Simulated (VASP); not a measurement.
# Ca (Fm-3m) in VASP: notebook

Aim: see how the results for Ca move with the level of theory and the settings. Levels: PBE+D3(BJ), PBE+D4. Tasks: single point, relaxation of cell and atoms.

All numbers are computed with VASP 6.6.1; they aren't measurements. Logs are shortened: lines on timing, memory, paths and dates and some standing lists are left out, and cuts for length are marked.

## Step 1: The cell of the first run

It takes space group Fm-3m (No. 225, cubic). The conventional cell has a = 5.440 Å, b = 5.440 Å, c = 5.440 Å, α = 90.00°, β = 90.00°, γ = 90.00°. Within 5.1 Å of Ca (site symmetry m-3m) lie 12 Ca at 3.85 Å.

## Step 2: Single point, PBE+D3(BJ)

Input file INCAR:

```
SYSTEM = Ca
PREC     = Accurate       ! precision mode
ENCUT    = 520            ! plane-wave cutoff, eV
EDIFF    = 1E-7           ! SCF threshold, eV
ISMEAR   = -1             ! smearing method
SIGMA    = 0.05           ! smearing width, eV
LREAL    = .False.        ! projectors in reciprocal space
LASPH    = .True.         ! aspherical terms in the spheres
NELM     = 60             ! most SCF steps
ALGO     = Normal         ! electronic algorithm
ISIF     = 2              ! what is computed and relaxed
LWAVE    = .False.        ! write WAVECAR
LCHARG   = .True.         ! write CHGCAR
GGA      = PE             ! functional
IVDW     = 12             ! dispersion correction
LELF     = .True.         ! ELF
LVHAR    = .True.       
NBANDS   = 11             ! bands
```

Input file KPOINTS:

```
regular mesh
0
Gamma
  8 8 8
  0 0 0
```

Input file POSCAR:

```
Ca
1.0
    0.0000000000      2.7202404453      2.7202404453
    2.7202404453      0.0000000000      2.7202404453
    2.7202404453      2.7202404453      0.0000000000
Ca
1
Direct
    0.0000000000      0.0000000000      0.0000000000
```

Potentials or basis: VASP PAW PBE potentials, release 64 (Ca_sv).

Started as:

```sh
> cat potpaw_PBE.64/Ca_sv/POTCAR > POTCAR
> mpirun -np 1 vasp_std > vasp.out
```

OUTCAR:

```text
SYSTEM = Ca
   PREC = Accurate
   ENCUT = 520
   EDIFF = 1E-7
   ISMEAR = -1
   LREAL = .False.
   LASPH = .True.
   NELM = 60
   ISIF = 2
   GGA = PE
   IVDW = 12
 IVDW          = 12

 ion  position               nearest neighbor table
   1  0.000  0.000  0.000-

  LATTYP: Found a face centered cubic cell.
 ALAT       =     5.4404808906

  Lattice vectors:

 A1 = (   0.0000000000,   2.7202404453,   2.7202404453)
 A2 = (   2.7202404453,   0.0000000000,   2.7202404453)
 A3 = (   2.7202404453,   2.7202404453,   0.0000000000)

Analysis of symmetry for initial positions (statically):
=====================================================================
 Subroutine PRICEL returns:
 Original cell was already a primitive cell.

 Routine SETGRP: Setting up the symmetry group for a
 face centered cubic supercell.

 Subroutine GETGRP returns: Found 48 space group operations
 (whereof 48 operations were pure point group operations)
 out of a pool of 48 trial point group operations.

The static configuration has the point symmetry O_h .

Analysis of symmetry for dynamics (positions and initial velocities):
=====================================================================
 Subroutine PRICEL returns:
 Original cell was already a primitive cell.

 Routine SETGRP: Setting up the symmetry group for a
 face centered cubic supercell.

 Subroutine GETGRP returns: Found 48 space group operations
 (whereof 48 operations were pure point group operations)
 out of a pool of 48 trial point group operations.

The dynamic configuration has the point symmetry O_h .

 Subroutine INISYM returns: Found 48 space group operations
 (whereof 48 operations are pure point group operations),
 and found     1 'primitive' translations

----------------------------------------------------------------------------------------

                                     Primitive cell

  volume of cell :      40.2580

  direct lattice vectors                    reciprocal lattice vectors
     0.000000000  2.720240445  2.720240445    -0.183807281  0.183807281  0.183807281
     2.720240445  0.000000000  2.720240445     0.183807281 -0.183807281  0.183807281
     2.720240445  2.720240445  0.000000000     0.183807281  0.183807281 -0.183807281

  length of vectors
     3.847000931  3.847000931  3.847000931     0.318363550  0.318363550  0.318363550

  position of ions in fractional coordinates (direct lattice)
     0.000000000  0.000000000  0.000000000

  ion indices of the primitive-cell ions
   primitive index   ion index
                 1           1

----------------------------------------------------------------------------------------

 KPOINTS: regular mesh

Automatic generation of k-mesh.
 Grid dimensions read from file:
 generate k-points for:    8    8    8

 Generating k-lattice:

  Cartesian coordinates                     Fractional coordinates (reciprocal lattice)
    -0.022975910  0.022975910  0.022975910     0.125000000  0.000000000  0.000000000
     0.022975910 -0.022975910  0.022975910     0.000000000  0.125000000  0.000000000
     0.022975910  0.022975910 -0.022975910     0.000000000  0.000000000  0.125000000

  Length of vectors
     0.039795444  0.039795444  0.039795444

  Shift w.r.t. Gamma in fractional coordinates (k-lattice)
     0.000000000  0.000000000  0.000000000

 Subroutine IBZKPT returns following result:
 ===========================================

 Found     29 irreducible k-points:

 Following reciprocal coordinates:
            Coordinates               Weight
  0.000000  0.000000  0.000000      1.000000
  0.125000  0.000000  0.000000      8.000000
  0.250000  0.000000  0.000000      8.000000
  0.375000  0.000000  0.000000      8.000000
  0.500000  0.000000  0.000000      4.000000
  0.125000  0.125000  0.000000      6.000000
[... 16 lines left out ...]
  0.500000  0.250000  0.125000     48.000000
 -0.375000  0.250000  0.125000     24.000000
 [... further k-points ...]
   k-points           NKPTS =     29   k-points in BZ     NKDIM =     29   number of bands    NBANDS=     11
   number of dos      NEDOS =    301   number of ions     NIONS =      1
   total plane-waves  NPLWV =  27000
   dimension x,y,z NGX =    30 NGY =   30 NGZ =   30
   dimension x,y,z NGXF=    60 NGYF=   60 NGZF=   60
   ions per type =               1
   NGX,Y,Z   is equivalent  to a cutoff of  12.96, 12.96, 12.96 a.u.
   NGXF,Y,Z  is equivalent  to a cutoff of  25.93, 25.93, 25.93 a.u.
 SYSTEM =  Ca
   PREC   = accura    normal or accurate (medium, high low for compatibility)
   ISTART =      0    job   : 0-new  1-cont  2-samecut
   ICHARG =      2    charge: 1-file 2-atom 10-const
   ISPIN  =      1    spin polarized calculation?
   LNONCOLLINEAR =      F non collinear calculations
   LSORBIT =      F    spin-orbit coupling
   LASPH  =      T    aspherical Exc in radial PAW
   ENCUT  =  520.0 eV  38.22 Ry    6.18 a.u.   7.15  7.15  7.15*2*pi/ulx,y,z
[... 58 lines left out ...]
      1     -39.7509      2.00000
      2     -20.6616      2.00000
      3     -20.6616      2.00000
      4     -20.6616      2.00000
      5      -1.9587      2.00000
      6       4.5547      0.00000
      7       4.5547      0.00000
      8       4.5547      0.00000
      9       5.6867      0.00000
     10       5.6867      0.00000
     11      11.4752      0.00000

 k-point     2 :       0.1250    0.0000    0.0000
  band No.  band energies     occupation
      1     -39.7484      2.00000
      2     -20.6861      2.00000
      3     -20.6649      2.00000
      4     -20.6649      2.00000
      5      -1.6826      2.00000
      6       4.2649      0.00000
      7       4.6503      0.00000
      8       4.6503      0.00000
      9       5.6091      0.00000
     10       5.6091      0.00000
     11      11.6809      0.00000

 k-point     3 :       0.2500    0.0000    0.0000
  band No.  band energies     occupation
      1     -39.7424      2.00000
      2     -20.7447      2.00000
      3     -20.6729      2.00000
      4     -20.6729      2.00000
      5      -0.9010      2.00000
      6       3.5972      0.00000
      7       4.6955      0.00000
      8       4.6955      0.00000
      9       5.6959      0.00000
     10       5.6959      0.00000
     11       9.8608      0.00000

 k-point     4 :       0.3750    0.0000    0.0000
  band No.  band energies     occupation
      1     -39.7364      2.00000
      2     -20.8024      2.00000
      3     -20.6809      2.00000
      4     -20.6809      2.00000
      5       0.2283      2.00000
      6       2.7665      0.00000
      7       4.5229      0.00000
      8       4.5229      0.00000
      9       6.1473      0.00000
     10       6.1473      0.00000
     11       8.2701      0.00000

 k-point     5 :       0.5000    0.0000    0.0000
  band No.  band energies     occupation
      1     -39.7339      2.00000
      2     -20.8261      2.00000
      3     -20.6841      2.00000
      4     -20.6841      2.00000
      5       1.1462      2.00000
      6       2.0270      1.68299
      7       4.4309      0.00000
      8       4.4309      0.00000
      9       6.4139      0.00000
     10       6.4139      0.00000
     11       7.6381      0.00000
[... 211 lines left out ...]
 k-point    21 :       0.5000    0.5000    0.0000
  band No.  band energies     occupation
      1     -39.7284      2.00000
      2     -20.8164      2.00000
      3     -20.7215      2.00000
      4     -20.7215      2.00000
      5       1.6477      1.99981
      6       2.7032      0.00001
      7       3.2074      0.00000
      8       6.4069      0.00000
      9       6.6078      0.00000
     10       6.6078      0.00000
     11       8.4556      0.00000

 k-point    22 :       0.3750    0.2500    0.1250
  band No.  band energies     occupation
      1     -39.7380      2.00000
      2     -20.7590      2.00000
      3     -20.7030      2.00000
      4     -20.6831      2.00000
      5      -0.2484      2.00000
      6       3.3702      0.00000
      7       4.1672      0.00000
      8       5.1421      0.00000
      9       5.2814      0.00000
     10       6.2552      0.00000
     11       9.9023      0.00000

 k-point    23 :       0.5000    0.2500    0.1250
  band No.  band energies     occupation
      1     -39.7331      2.00000
      2     -20.7901      2.00000
      3     -20.7211      2.00000
      4     -20.6926      2.00000
      5       0.8173      2.00000
      6       2.8650      0.00000
      7       3.7370      0.00000
      8       4.9742      0.00000
      9       5.8752      0.00000
     10       6.6640      0.00000
     11       8.2519      0.00000

 k-point    24 :      -0.3750    0.2500    0.1250
  band No.  band energies     occupation
      1     -39.7311      2.00000
      2     -20.8034      2.00000
      3     -20.7268      2.00000
      4     -20.6978      2.00000
      5       1.8327      1.99230
      6       2.0854      1.24487
      7       3.6788      0.00000
      8       4.8729      0.00000
      9       6.2464      0.00000
     10       6.8417      0.00000
     11       7.3669      0.00000

 [... further k-points ...]

------------------------ aborting loop because EDIFF is reached ----------------------------------------

 Edisp (eV)   -0.24046

 E8    (eV) :    -0.1212

  FORCE on cell =-STRESS in cart. coord.  units (eV):
  Direction    XX          YY          ZZ          XY          YZ          ZX
  --------------------------------------------------------------------------------------
  -------------------------------------------------------------------------------------
  Total      -0.01405    -0.01405    -0.01405     0.00000     0.00000     0.00000
  in kB      -0.55911    -0.55911    -0.55911     0.00000     0.00000     0.00000
  external pressure =       -0.56 kB  Pullay stress =        0.00 kB

 VOLUME and BASIS-vectors are now :
 -----------------------------------------------------------------------------
  energy-cutoff  :      520.00
  volume of cell :       40.26
      direct lattice vectors                 reciprocal lattice vectors
     0.000000000  2.720240445  2.720240445    -0.183807281  0.183807281  0.183807281
     2.720240445  0.000000000  2.720240445     0.183807281 -0.183807281  0.183807281
     2.720240445  2.720240445  0.000000000     0.183807281  0.183807281 -0.183807281

 POSITION                                       TOTAL-FORCE (eV/Angst)
 -----------------------------------------------------------------------------------
      0.00000      0.00000      0.00000         0.000000      0.000000     -0.000000
 -----------------------------------------------------------------------------------
    total drift:                               -0.000000     -0.000000      0.000000

  FREE ENERGIE OF THE ION-ELECTRON SYSTEM (eV)
  ---------------------------------------------------
  free  energy   TOTEN  =        -2.1700823759 eV

  energy  without entropy=       -2.1588574925  energy(sigma->0) =       -2.16446993
```

Wall time 18 s (1 thread of Intel Xeon 8259CL, shared host); peak memory 0.18 GiB.

What came out:

| Property | Result |
| --- | --- |
| Free energy | -2.1701 eV |
| Pressure | -0.1 GPa |
| Band gap on the k mesh | zero (bands 5 and 6 overlap by 0.29 eV) |
| Dispersion energy per atom | -0.240 eV |

Caveat: three body term missing.

## Step 3: Single point, PBE+D3(BJ)

This run uses another cell than the first one, of 43.63 Å³/atom.

Input file INCAR:

```
PREC = Accurate
ENCUT = 520
EDIFF = 1E-7
ISMEAR = -1
SIGMA = 0.05
LREAL = F
LASPH = T
NELM = 80
ALGO = Normal
ISIF = 2
LWAVE = F
LCHARG = T
GGA = PE
IVDW = 12
LELF = T
LVHAR = T
NBANDS = 11
```

Input file KPOINTS:

```
regular mesh
0
Gamma
  8 8 8
```

Input file POSCAR:

```
Ca
1.0
    0.0000000000      2.7942000000      2.7942000000
    2.7942000000      0.0000000000      2.7942000000
    2.7942000000      2.7942000000      0.0000000000
Ca
1
Direct
    0.0000000000      0.0000000000      0.0000000000
```

Potentials or basis: VASP PAW PBE potentials, release 64 (Ca_sv).

Started as:

```sh
> cat potpaw_PBE.64/Ca_sv/POTCAR > POTCAR
> mpirun -np 1 vasp_std > vasp.out
```

Wall time 17 s (1 thread of Intel Xeon 8259CL, shared host); peak memory 0.18 GiB.

Results (log left out):

| Property | Result |
| --- | --- |
| Free energy | -2.1552 eV |
| Pressure | -1.3 GPa |
| Band gap on the k mesh | zero (bands 5 and 6 overlap by 0.40 eV) |
| Dispersion energy per atom | -0.222 eV |

Levels at points of the mesh, in eV from the Fermi level:
| k point | band 1 | band 2 | band 3 | band 4 | band 5 | band 6 | band 7 | band 8 | band 9 | band 10 |
| --- | --- | --- | --- | --- | --- | --- | --- | --- | --- | --- |
| (0.00, 0.00, 0.00) | -42.05 | -22.97 | -22.97 | -22.97 | -3.92 | 2.34 | 2.34 | 2.34 | 3.37 | 3.37 |
| (0.50, 0.00, 0.00) | -42.04 | -23.09 | -22.99 | -22.99 | -0.93 | -0.14 | 2.23 | 2.23 | 4.02 | 4.02 |
| (0.50, 0.50, 0.00) | -42.03 | -23.08 | -23.01 | -23.01 | -0.38 | 0.64 | 0.95 | 4.02 | 4.20 | 4.20 |

Caveat: three body term missing.

## Step 4: Single point, PBE+D4

This run uses another cell than the first one, of 41.84 Å³/atom.

Input file INCAR:

```
SYSTEM = Ca
PREC = Accurate ; ENCUT = 520
EDIFF = 1E-6 ; ISMEAR = -1
SIGMA = 0.05 ; LREAL = .FALSE.
LASPH = .TRUE. ; NELM = 60
ALGO = Normal ; ISIF = 2
LWAVE = .FALSE. ; LCHARG = .FALSE.
GGA = PE ; IVDW = 13
NBANDS = 11
```

Input file KPOINTS:

```
Automatic mesh
0
G
  8 8 8
  0 0 0
```

Input file POSCAR:

```
Ca
1.0
    0.0000000000      2.7554847040      2.7554847040
    2.7554847040      0.0000000000      2.7554847040
    2.7554847040      2.7554847040      0.0000000000
Ca
1
Direct
    0.0000000000      0.0000000000      0.0000000000
```

Started as:

```sh
> cat potpaw_PBE.64/Ca_sv/POTCAR > POTCAR
> mpirun -np 1 vasp_std > vasp.out
```

Wall time 16 s (1 thread of Intel Xeon 8259CL, shared host); peak memory 0.17 GiB.

It converged, with:

* Free energy: -2.1106 eV
* Pressure: 0.0 GPa
* Band gap on the k mesh: zero (bands 5 and 6 overlap by 0.35 eV)
* Dispersion energy per atom: -0.176 eV

Levels at points of the mesh, in eV from the Fermi level:
| k point | band 2 | band 3 | band 4 | band 5 | band 6 | band 7 | band 8 | band 9 |
| --- | --- | --- | --- | --- | --- | --- | --- | --- |
| (0.00, 0.00, 0.00) | -22.87 | -22.87 | -22.87 | -4.00 | 2.39 | 2.39 | 2.39 | 3.47 |
| (0.50, 0.00, 0.00) | -23.01 | -22.89 | -22.89 | -0.95 | -0.11 | 2.28 | 2.28 | 4.17 |
| (0.50, 0.50, 0.00) | -23.00 | -22.92 | -22.92 | -0.42 | 0.62 | 1.02 | 4.16 | 4.35 |

## Step 5: Relaxation of cell and atoms, PBE+D3(BJ)

This run uses another cell than the first one, of 43.63 Å³/atom.

Input file INCAR:

```
SYSTEM = Ca
PREC = Accurate
ENCUT = 600
EDIFF = 1E-7
ISMEAR = -1
SIGMA = 0.05
LREAL = .FALSE.
LASPH = .TRUE.
NELM = 80
ALGO = Normal
ISIF = 3
LWAVE = .FALSE.
LCHARG = .FALSE.
GGA = PE
IVDW = 12
IBRION = 2
NSW = 60
EDIFFG = -0.01
```

Input file KPOINTS:

```
regular mesh
0
G
  8 8 8
  0 0 0
```

Input file POSCAR:

```
Ca
1.0
    0.0000000000      2.7942000000      2.7942000000
    2.7942000000      0.0000000000      2.7942000000
    2.7942000000      2.7942000000      0.0000000000
Ca
1
Direct
    0.0000000000      0.0000000000      0.0000000000
```

Started as:

```sh
> cat potpaw_PBE.64/Ca_sv/POTCAR > POTCAR
> mpirun -np 1 vasp_std > vasp.out
```

It took 40 s on 1 thread of Intel Xeon 8259CL, shared host; peak memory 0.2 GiB.

It converged, with:

- Free energy: -2.1702 eV
- Relaxed volume: 40.26 Å³/atom
- Relaxed cell: a = 3.847 Å, b = 3.847 Å, c = 3.847 Å, α = 60.00°, β = 60.00°, γ = 60.00°
- Space group after relaxing (to 0.1 Å): Fm-3m (No. 225)
- Energy gained by relaxing: 15.0 meV/atom
- Ionic steps: 3
- Pressure after relaxing: 0.0 GPa
- Band gap on the k mesh: zero (bands 5 and 6 overlap by 0.29 eV)
- Dispersion energy per atom: -0.240 eV

Step by step:
| step | energy change (eV) | largest force (eV/Å) | pressure (GPa) | volume (Å³) |
| --- | --- | --- | --- | --- |
| 1 | 0.0000 | 0.0000 | -1.32 | 43.63 |
| 2 | -0.0130 | 0.0000 | -0.52 | 41.40 |
| 3 | -0.0150 | 0.0000 | -0.04 | 40.26 |

Final structure:
```
Ca
1.0
     0.00000    2.72038    2.72038
     2.72038    0.00000    2.72038
     2.72038    2.72038    0.00000
Ca
1
Direct
  0.00000 0.00000 0.00000
```

Levels at points of the mesh, in eV from the Fermi level:
```csv
k point,band 3,band 4,band 5,band 6,band 7,band 8
"(0.00, 0.00, 0.00)",-22.77,-22.77,-4.07,2.44,2.44,2.44
"(0.50, 0.00, 0.00)",-22.80,-22.80,-0.96,-0.08,2.32,2.32
"(0.50, 0.50, 0.00)",-22.83,-22.83,-0.46,0.59,1.10,4.30
```

## Step 6: Relaxation of cell and atoms, PBE+D4

This run uses another cell than the first one, of 43.63 Å³/atom.

Input file INCAR:

```
PREC = Accurate
ENCUT = 600
EDIFF = 1E-6
ISMEAR = -1
SIGMA = 0.05
LREAL = False
LASPH = True
NELM = 80
ALGO = Normal
ISIF = 3
LWAVE = False
LCHARG = False
GGA = PE
IVDW = 13
IBRION = 2
NSW = 60
EDIFFG = -0.01
```

Input file KPOINTS:

```
regular mesh
0
Gamma
  8 8 8
```

POSCAR is that of step 5.

Potentials or basis: VASP PAW PBE potentials, release 64 (Ca_sv).

Started as:

```sh
> cat potpaw_PBE.64/Ca_sv/POTCAR > POTCAR
> mpirun -np 1 vasp_std > vasp.out
```

Wall time 3.3 min (1 thread of Intel Xeon 8259CL, shared host); peak memory 0.2 GiB.

The run converged. Its results:

* Free energy: -2.1107 eV
* Relaxed volume: 41.84 Å³/atom
* Relaxed cell: a = 3.897 Å, b = 3.897 Å, c = 3.897 Å, α = 60.00°, β = 60.00°, γ = 60.00°
* Space group after relaxing (to 0.1 Å): Fm-3m (No. 225)
* Energy gained by relaxing: 8.8 meV/atom
* Ionic steps: 16
* Pressure after relaxing: 0.0 GPa
* Band gap on the k mesh: zero (bands 5 and 6 overlap by 0.35 eV)
* Dispersion energy per atom: -0.176 eV

The path:
| step | energy change (eV) | largest force (eV/Å) | pressure (GPa) | volume (Å³) |
| --- | --- | --- | --- | --- |
| 1 | 0.0000 | 0.0000 | -1.12 | 43.63 |
| 2 | 0.0082 | 0.0000 | 121.29 | 41.73 |
| 3 | -0.0001 | 0.0000 | -1.10 | 43.61 |
| 4 | -0.0002 | 0.0000 | -1.10 | 43.60 |
| 5 | -0.0057 | 0.0000 | -0.77 | 42.66 |
| 6 | -0.0077 | 0.0000 | -0.60 | 42.19 |
| 7 | -0.0085 | 0.0000 | -0.51 | 41.96 |
| 8 | -0.0088 | 0.0000 | -0.06 | 41.85 |
| 9 | -0.0086 | 0.0000 | 2.16 | 41.81 |
| 10 | -0.0049 | 0.0000 | -0.82 | 42.81 |
| 11 | -0.0063 | 0.0000 | -0.72 | 42.53 |
| 12 | -0.0071 | 0.0000 | -0.65 | 42.35 |
| 13 | -0.0081 | 0.0000 | -0.55 | 42.08 |
| 14 | -0.0085 | 0.0000 | -0.50 | 41.94 |
| 15 | -0.0087 | 0.0000 | -0.40 | 41.88 |
| 16 | -0.0088 | 0.0000 | -0.01 | 41.84 |

Final structure:
```xyz
1
Lattice="0.0000 2.7555 2.7555 2.7555 0.0000 2.7555 2.7555 2.7555 0.0000" Properties=species:S:1:pos:R:3 pbc="T T T"
Ca    0.0000    0.0000    0.0000
```

Levels at points of the mesh, in eV from the Fermi level:
| k point | band 2 | band 3 | band 4 | band 5 | band 6 | band 7 | band 8 | band 9 |
| --- | --- | --- | --- | --- | --- | --- | --- | --- |
| (0.00, 0.00, 0.00) | -22.87 | -22.87 | -22.87 | -4.00 | 2.39 | 2.39 | 2.39 | 3.47 |
| (0.50, 0.00, 0.00) | -23.01 | -22.89 | -22.89 | -0.95 | -0.11 | 2.28 | 2.28 | 4.17 |
| (0.50, 0.50, 0.00) | -23.00 | -22.92 | -22.92 | -0.42 | 0.62 | 1.02 | 4.16 | 4.35 |

## Step 7: Overview

```tsv
task	level	cell	cutoff (eV)	gap on the mesh (eV)	pressure (GPa)	relaxed volume (Å³/atom)
single point	PBE+D3(BJ)	a = 3.847 Å, angles 60.0°, 1 atom	520	none	-0.1	-
single point	PBE+D3(BJ)	a = 3.952 Å, angles 60.0°, 1 atom	520	none	-1.3	-
single point	PBE+D4	a = 3.897 Å, angles 60.0°, 1 atom	520	none	0.0	-
relaxation of cell and atoms	PBE+D3(BJ)	relaxed from a = 3.952 Å, angles 60.0°, 1 atom	600	none	0.0	40.26
relaxation of cell and atoms	PBE+D4	relaxed from a = 3.952 Å, angles 60.0°, 1 atom	600	none	0.0	41.84
```

Alike in all rows: potentials or basis VASP PAW PBE potentials, release 64 (Ca_sv); no spin polarisation; k mesh 8 × 8 × 8; smearing fermi-dirac 0.05 eV.

Caveats: three body term missing (at least some runs).

Absolute energies hang on the potentials; compare differences alone.
